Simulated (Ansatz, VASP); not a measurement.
Sc2Si in VASP and in Ansatz

POSCAR

```
Sc2Si
1.0
    1.7952586218      1.0364930486      6.0863794229
   -1.7952586218      1.0364930486      6.0863794229
    0.0000000000     -2.0729860971      6.0863794229
Sc Si
2 1
Direct
    0.7399162936      0.7399162936      0.7399162936
    0.2600837064      0.2600837064      0.2600837064
    0.0000000000      0.0000000000      0.0000000000
```

Contents of INCAR.step1:

```
SYSTEM = Sc2Si
ALGO     = Normal         ! electronic algorithm
EDIFF    = 1E-4           ! SCF threshold, eV
ENCUT    = 600            ! plane-wave cutoff, eV
GGA      = PE             ! functional
ISMEAR   = 0              ! smearing method
LASPH    = .TRUE.         ! aspherical terms in the spheres
LCHARG   = .FALSE.        ! write CHGCAR
LREAL    = .FALSE.        ! projectors in reciprocal space
LWAVE    = .TRUE.         ! write WAVECAR
NELM     = 60             ! most SCF steps
PREC     = Accurate       ! precision mode
SIGMA    = 0.1            ! smearing width, eV
```

Contents of INCAR.step2:

```
SYSTEM = Sc2Si
ALGO     = Normal         ! electronic algorithm
EDIFF    = 1E-6           ! SCF threshold, eV
EDIFFG   = -0.05          ! ionic threshold
ENCUT    = 600            ! plane-wave cutoff, eV
IBRION   = 2              ! ionic algorithm
ISIF     = 3              ! what is computed and relaxed
ISMEAR   = 0              ! smearing method
ISTART   = 1            
LASPH    = .TRUE.         ! aspherical terms in the spheres
LCHARG   = .FALSE.        ! write CHGCAR
LMIXTAU  = .TRUE.       
LREAL    = .FALSE.        ! projectors in reciprocal space
LWAVE    = .FALSE.        ! write WAVECAR
METAGGA  = R2SCAN         ! meta-GGA
NELM     = 60             ! most SCF steps
NSW      = 80             ! ionic steps
PREC     = Accurate       ! precision mode
SIGMA    = 0.1            ! smearing width, eV
```

The input KPOINTS:

```
k-points
0
G
  6 6 6
  0 0 0
```

Input for Ansatz:

```yaml
crystal:
  lattice:
    - [1.7952586218, 1.0364930486, 6.0863794229]
    - [-1.7952586218, 1.0364930486, 6.0863794229]
    - [0.0, -2.0729860971, 6.0863794229]
  atoms:
    - { symbol: Sc, position: [0.7399162936, 0.7399162936, 0.7399162936] }
    - { symbol: Sc, position: [0.2600837064, 0.2600837064, 0.2600837064] }
    - { symbol: Si, position: [0.0, 0.0, 0.0] }
basis:
  ecutwfc: 500
kpoints:
  mp_grid: { grid: [6, 6, 6] }
hamiltonian:
  xc: r2scan
scf:
  occupations: { method: gaussian, width: 0.1 }
output:
  forces: true
  stress: true
  eigenvalues: true
relax:
  adjacent_minimum: "off"
  f_tol: 0.05
  max_steps: 60
  cell: { stress_tol: 0.5 }
```

Alike in both runs: task relaxation of cell and atoms; functional r2SCAN; k mesh 6 × 6 × 6; occupations gaussian, width 0.1 eV; no spin polarisation.

|  | VASP | Ansatz |
| --- | --- | --- |
| version | VASP 6.6.1 | Ansatz 0.2.0 |
| potentials or method | VASP PAW PBE potentials, release 64 (Sc_sv, Si), cutoff 600 eV | scalar-relativistic, plane waves, PAW |
| valence electrons in the cell | 26 | 26 |

|  | VASP | Ansatz | Ansatz less VASP |
| --- | --- | --- | --- |
| gap on the k mesh at the Fermi level, each at its own relaxed structure (eV) | none | none | - |
| relaxed volume (Å³/atom) | 23.44 | 23.42 | -0.016 |
| relaxed length of the cell vector where the two differ most in proportion (Å) | 5.700 | 5.739 | +0.0394 |

VASP's potentials were made for PBE, not for r2SCAN. A gap of «none» marks a metal or a gap that the smearing closes.
